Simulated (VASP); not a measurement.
# MgS (P6/mmm) in VASP: further runs

Runs on MgS. Level: PBE. Tasks: single point, relaxation of cell and atoms.

All numbers are computed with VASP 6.6.1; they aren't measurements. Logs are shortened: lines on timing, memory, paths and dates and some standing lists are left out, and cuts for length are marked.

### Step 1. The cell of the first run

It takes space group P6/mmm (No. 191, hexagonal). The conventional cell has a = 2.953 Å, b = 2.953 Å, c = 6.085 Å, α = 90.00°, β = 90.00°, γ = 120.00°. Within 3.9 Å of Mg (site symmetry 6/mmm) lie 6 Mg at 2.95 Å and 2 S at 3.04 Å. S (site symmetry 6/mmm) has 6 S at 2.95 Å and 2 Mg at 3.04 Å within 3.9 Å.

### Step 2. Single point, PBE

INCAR reads:

```
PREC     = Accurate       # precision mode
ENCUT    = 520            # plane-wave cutoff, eV
EDIFF    = 1E-6           # SCF threshold, eV
ISMEAR   = 0              # smearing method
SIGMA    = 0.1            # smearing width, eV
LREAL    = False          # projectors in reciprocal space
LASPH    = True           # aspherical terms in the spheres
NELM     = 100            # most SCF steps
ALGO     = Normal         # electronic algorithm
ISIF     = 2              # what is computed and relaxed
LWAVE    = False          # write WAVECAR
LCHARG   = False          # write CHGCAR
GGA      = PE             # functional
NBANDS   = 11             # bands
```

KPOINTS reads:

```
regular mesh
0
Gamma
  6 6 4
```

POSCAR reads:

```
MgS
1.0
    2.9532969200      0.0000000000      0.0000000000
   -1.4766484600      2.5576301600      0.0000000000
    0.0000000000      0.0000000000      6.0854177400
Mg S
1 1
Direct
    0.0000000000      0.0000000000      0.0000000000
    0.0000000000      0.0000000000      0.5000000000
```

Potentials or basis: VASP PAW PBE potentials, release 64 (Mg, S).

Launch:

```bash
$ cat potpaw_PBE.64/Mg/POTCAR potpaw_PBE.64/S/POTCAR > POTCAR
$ mpirun -np 1 vasp_std > vasp.out
```

OUTCAR:

```text
PREC = Accurate
   ENCUT = 520
   EDIFF = 1E-6
   ISMEAR = 0
   LREAL = False
   LASPH = True
   NELM = 100
   ISIF = 2
   GGA = PE

 ion  position               nearest neighbor table
   1  0.000  0.000  0.000-   2 3.04   2 3.04
   2  0.000  0.000  0.500-   1 3.04   1 3.04

  LATTYP: Found a hexagonal cell.
 ALAT       =     2.9532969200
 C/A-ratio  =     2.0605505998

  Lattice vectors:

 A1 = (   2.9532969200,   0.0000000000,   0.0000000000)
 A2 = (  -1.4766484600,   2.5576301600,   0.0000000000)
 A3 = (   0.0000000000,   0.0000000000,   6.0854177400)

Analysis of symmetry for initial positions (statically):
=====================================================================
 Subroutine PRICEL returns:
 Original cell was already a primitive cell.

 Routine SETGRP: Setting up the symmetry group for a
 hexagonal supercell.

 Subroutine GETGRP returns: Found 24 space group operations
 (whereof 24 operations were pure point group operations)
 out of a pool of 24 trial point group operations.

The static configuration has the point symmetry D_6h.

Analysis of symmetry for dynamics (positions and initial velocities):
=====================================================================
 Subroutine PRICEL returns:
 Original cell was already a primitive cell.

 Routine SETGRP: Setting up the symmetry group for a
 hexagonal supercell.

 Subroutine GETGRP returns: Found 24 space group operations
 (whereof 24 operations were pure point group operations)
 out of a pool of 24 trial point group operations.

The dynamic configuration has the point symmetry D_6h.

 Subroutine INISYM returns: Found 24 space group operations
 (whereof 24 operations are pure point group operations),
 and found     1 'primitive' translations

----------------------------------------------------------------------------------------

                                     Primitive cell

  volume of cell :      45.9658

  direct lattice vectors                    reciprocal lattice vectors
     2.953296920  0.000000000  0.000000000     0.338604626  0.195493472  0.000000000
    -1.476648460  2.557630160  0.000000000     0.000000000  0.390986944  0.000000000
     0.000000000  0.000000000  6.085417740     0.000000000  0.000000000  0.164327256

  length of vectors
[... 83 lines left out ...]
   NFREE  =      0    steps in history (QN), initial steepest desc. (CG)
   ISIF   =      2    stress and relaxation
   ISYM   =      2    0-nonsym 1-usesym 2-fastsym
   POTIM  = 0.5000    time-step for ionic-motion
   TEBEG  =    0.0;   TEEND  =   0.0 temperature during run
   PSTRESS=    0.0 pullay stress
   NELECT =       8.0000    total number of electrons
   NUPDOWN=      -1.0000    fix difference up-down
   EMIN   =  10.00;   EMAX   =-10.00  energy-range for DOS
   EFERMI =   0.00;   METHOD = LEGACY
   ISMEAR =     0;   SIGMA  =   0.10  broadening in eV -4-tet -1-fermi 0-gaus
   EFERMI_NEDOS =   21; number of points for ismear=-14 and -15
   IALGO  =     38    algorithm
   IMIX   =      4    mixing-type and parameters
     AMIX     =   0.40;   BMIX     =  1.00
     AMIX_MAG =   1.60;   BMIX_MAG =  1.00
  volume/ion in A,a.u.               =      22.98       155.10
  Fermi-wavevector in a.u.,A,eV,Ry     =   0.914029  1.727263 11.366962  0.835448
  Thomas-Fermi vector in A             =   2.038608
   LORBIT       =      0    0 simple, 1 ext, 2 COOP (PROOUT), +10 PAW based schemes
   GGA     = PE    functional components
   LHFCALC =     F    Hartree Fock is set to
   AEXX    =    0.0000 exact exchange contribution
   IVDW    =     0    specifies the selected vdW correction
   LEPSILON=     F    determine dielectric tensor
   LRPA    =     F    only Hartree local field effects (RPA)
 non-spin polarized calculation
 Gauss-broadening in eV      SIGMA  =   0.10
  energy-cutoff  :      520.00
  volume of cell :       45.97
 maximum number of plane-waves:      1283
 NGX is ok and might be reduce to    24
   NGX = 11   NGY = 11   NGZ = 23

 number of electron       7.9999999 magnetization

 Free energy of the ion-electron system (eV)
  ---------------------------------------------------
  ext. energy  EPLUGINS =         0.00000000
  ---------------------------------------------------
  free energy    TOTEN  =        -4.76036107 eV

  energy without entropy =       -4.73816056  energy(sigma->0) =       -4.74926081

 E-fermi :   2.8781     XC(G=0):  -8.8318

 val. band max:        2.8468286526   @ k =   0.1667   0.0000   0.5000
 cond. band min:       2.8793460518   @ k =   0.3333   0.1667   0.2500
 fundamental gap:      0.0325173993
 Fermi energy:         2.8781372957

 k-point     1 :       0.0000    0.0000    0.0000
  band No.  band energies     occupation
      1     -11.0195      2.00000
      2      -1.7878      2.00000
      3      -1.5046      2.00000
      4       4.9760      0.00000
      5       4.9760      0.00000
      6       7.3112      0.00000
      7      10.4972      0.00000
      8      13.5840      0.00000
      9      15.1862      0.00000
     10      15.1862      0.00000
     11      17.7771      0.00000
[... 267 lines left out ...]
 k-point    21 :       0.3333    0.3333    0.5000
  band No.  band energies     occupation
      1      -8.1093      2.00000
      2      -0.6615      2.00000
      3      -0.6615      2.00000
      4       1.3443      2.00000
      5       4.4832      0.00000
      6       4.4832      0.00000
      7       8.6994      0.00000
      8      10.3096      0.00000
      9      11.3987      0.00000
     10      11.3987      0.00000
     11      12.0678      0.00000

------------------------ aborting loop because EDIFF is reached ----------------------------------------

  FORCE on cell =-STRESS in cart. coord.  units (eV):
  Direction    XX          YY          ZZ          XY          YZ          ZX
  --------------------------------------------------------------------------------------
  -------------------------------------------------------------------------------------
  Total       -0.3191649     -0.3191649     -2.3521436      0.0000000      0.0000000      0.0000000
  in kB      -11.1247554    -11.1247554    -81.9858986      0.0000000      0.0000000      0.0000000
  external PRESSURE =     -34.7451365 kB  Pullay stress =       0.0000000 kB

 VOLUME and BASIS-vectors are now :
 -----------------------------------------------------------------------------
  energy-cutoff  :      520.00
  volume of cell :       45.97
      direct lattice vectors                 reciprocal lattice vectors
     2.953296920  0.000000000  0.000000000     0.338604626  0.195493472  0.000000000
    -1.476648460  2.557630160  0.000000000     0.000000000  0.390986944  0.000000000
     0.000000000  0.000000000  6.085417740     0.000000000  0.000000000  0.164327256

 POSITION                                       TOTAL-FORCE (eV/Angst)
 -----------------------------------------------------------------------------------
      0.00000      0.00000      0.00000         0.000000      0.000000      0.000000
      0.00000      0.00000      3.04271        -0.000000      0.000000      0.000000
 -----------------------------------------------------------------------------------
    total drift:                                0.000000      0.000000     -0.000000

  FREE ENERGIE OF THE ION-ELECTRON SYSTEM (eV)
  ---------------------------------------------------
  free  energy   TOTEN  =        -4.7603610675 eV

  energy  without entropy=       -4.7381605620  energy(sigma->0) =       -4.74926081
```

OSZICAR:

```text
N       E                     dE             d eps       ncg     rms          rms(c)
DAV:   1     0.234178960555E+02    0.23418E+02   -0.32730E+03   478   0.571E+02
DAV:   2    -0.332025052127E+01   -0.26738E+02   -0.25803E+02   593   0.903E+01
DAV:   3    -0.495869037085E+01   -0.16384E+01   -0.15727E+01   591   0.231E+01
[... 12 lines left out ...]
DAV:  16    -0.476042805364E+01   -0.57436E-04   -0.13165E-04   554   0.562E-02    0.118E-01
DAV:  17    -0.476036506556E+01    0.62988E-04   -0.34427E-05   525   0.259E-02    0.482E-02
DAV:  18    -0.476036202683E+01    0.30387E-05   -0.89972E-06   597   0.140E-02    0.960E-03
DAV:  19    -0.476036100085E+01    0.10260E-05   -0.12972E-06   316   0.579E-03    0.887E-03
DAV:  20    -0.476036106749E+01   -0.66643E-07   -0.75363E-08   261   0.186E-03
   1 F= -.47603611E+01 E0= -.47492608E+01  d E =-.222005E-01
```

stdout:

```text
POSCAR found type information on POSCAR MgS
 POSCAR found :  2 types and       2 ions
 scaLAPACK will be used
 LDA part: xc-table for (Slater+PW92), standard interpolation
 POSCAR, INCAR and KPOINTS ok, starting setup
 FFT: planning ... GRIDC
 FFT: planning ... GRID_SOFT
 FFT: planning ... GRID
 WAVECAR not read
 entering main loop
```

Run time: 11 s. Hardware: 1 thread of Intel Xeon 6975P-C, shared host; peak memory 0.17 GiB.

Results:

```
Free energy            : -4.7604 eV
Pressure               : -3.5 GPa
Band gap on the k mesh : zero (band 4 reaches 4.98 eV, above the bottom of band 5 at 2.54 eV)
```

Levels at points of the mesh, in eV from the Fermi level:
```tsv
k point	band 1	band 2	band 3	band 4	band 5	band 6	band 7	band 8
(0.00, 0.00, 0.00)	-13.90	-4.67	-4.38	2.10	2.10	4.43	7.62	10.71
(0.50, 0.00, 0.00)	-11.41	-5.07	-1.77	0.38	0.39	1.43	4.10	7.77
(0.00, 0.00, 0.50)	-13.88	-5.95	-1.80	1.19	2.10	2.10	10.54	11.90
(0.50, 0.00, 0.50)	-11.40	-5.03	-2.11	-0.11	0.39	2.66	6.04	6.77
```

Caveat: the k points lie up to 0.41 Å⁻¹ apart.

### Step 3. Single point, PBE

This run uses another cell than the first one, of 60.61 Å³/atom, 2.637 times its volume.

INCAR reads:

```
  ALGO = Normal
  EDIFF = 1E-6
  ENCUT = 520
  GGA = PE
  ISIF = 2
  ISMEAR = 0
  LASPH = True
  LCHARG = True
  LELF = True
  LREAL = False
  LVHAR = True
  LWAVE = False
  NBANDS = 11
  NELM = 80
  PREC = Accurate
  SIGMA = 0.1
```

KPOINTS reads:

```
k-points
0
Gamma
  6 6 4
```

POSCAR reads:

```
MgS
1.0
    5.6086372125      0.0000000000      0.0000000000
   -2.8043186063      4.8572223067      0.0000000000
    0.0000000000      0.0000000000      4.4496121493
Mg S
1 1
Direct
    0.0000000000      0.0000000000      0.0000000000
    0.0000000000      0.0000000000      0.5000000000
```

Potentials or basis: VASP PAW PBE potentials, release 64 (Mg, S).

Launch:

```bash
$ cat potpaw_PBE.64/Mg/POTCAR potpaw_PBE.64/S/POTCAR > POTCAR
$ mpirun -np 1 vasp_std > vasp.out
```

Wall time 27 s (1 thread of Intel Xeon 6975P-C, shared host); peak memory 0.24 GiB.

The run converged. Its results:

```
Free energy            : -6.3743 eV
Pressure               : 0.1 GPa
Band gap on the k mesh : 2.06 eV, indirect (least direct gap 2.32 eV)
```

Stress tensor (GPa, compression positive):
```
 0.15  0.00  0.00
 0.00  0.15  0.00
 0.00  0.00 -0.03
```

Levels at points of the mesh, in eV from the valence-band top:
| k point | band 1 | band 2 | band 3 | band 4 | band 5 | band 6 | band 7 | band 8 |
| --- | --- | --- | --- | --- | --- | --- | --- | --- |
| (0.00, 0.00, 0.00) | -10.49 | -1.71 | -0.27 | -0.27 | 2.06 | 6.09 | 7.42 | 7.42 |
| (0.50, 0.00, 0.00) | -10.48 | -1.69 | -0.63 | -0.34 | 2.98 | 5.24 | 6.04 | 7.19 |
| (0.00, 0.00, 0.50) | -10.27 | -3.13 | 0.00 | 0.00 | 4.43 | 5.34 | 5.34 | 5.82 |
| (0.50, 0.00, 0.50) | -10.26 | -3.06 | -0.23 | -0.05 | 3.76 | 4.98 | 5.63 | 7.30 |

[end of part 1 of 2]
